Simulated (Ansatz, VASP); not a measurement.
Hf2H5: VASP beside Ansatz

```
CELL_PARAMETERS angstrom
-2.55581 2.55581 5.11162
2.55581 -2.55581 5.11162
2.55581 2.55581 -5.11162
ATOMIC_POSITIONS crystal
Hf 0.25000 0.25000 0.00000
Hf 0.75000 0.75000 0.00000
Hf 0.50000 0.00000 0.50000
Hf 0.00000 0.50000 0.50000
H 0.87500 0.37500 0.00000
H 0.12500 0.62500 0.00000
H 0.37500 0.37500 0.50000
H 0.75000 0.25000 0.50000
H 0.62500 0.62500 0.50000
H 0.62500 0.12500 0.00000
H 0.87500 0.87500 0.50000
H 0.12500 0.12500 0.50000
H 0.37500 0.87500 0.00000
H 0.00000 0.00000 0.00000
```

Alike in both runs: task relaxation of cell and atoms; functional PBE; k mesh 5 × 5 × 5; occupations gaussian, width 0.2 eV; no spin polarisation.

```csv
,VASP,Ansatz
version,VASP 6.6.1,Ansatz 0.2.0
potentials or method,"VASP PAW PBE potentials, release 64 (Hf_pv, H), cutoff 600 eV","scalar-relativistic, plane waves, PAW"
valence electrons in the cell,50,114
```

```csv
,VASP,Ansatz,Ansatz less VASP
"gap on the k mesh at the Fermi level, each at its own relaxed structure (eV)",none,none,-
relaxed volume (Å³/atom),7.69,7.67,-0.019
relaxed cell length with the largest relative difference (Å),5.816,5.795,-0.0209
```

A gap of «none» marks a metal or a gap that the smearing closes. VASP's potentials hold 50 valence electrons a cell and Ansatz's 114, so a difference there can come from the potentials and not from the codes.

Spin-orbit coupling is off throughout. Noted on VASP's run: the volume moved by over 15 % at a fixed basis, so the end points are rough.
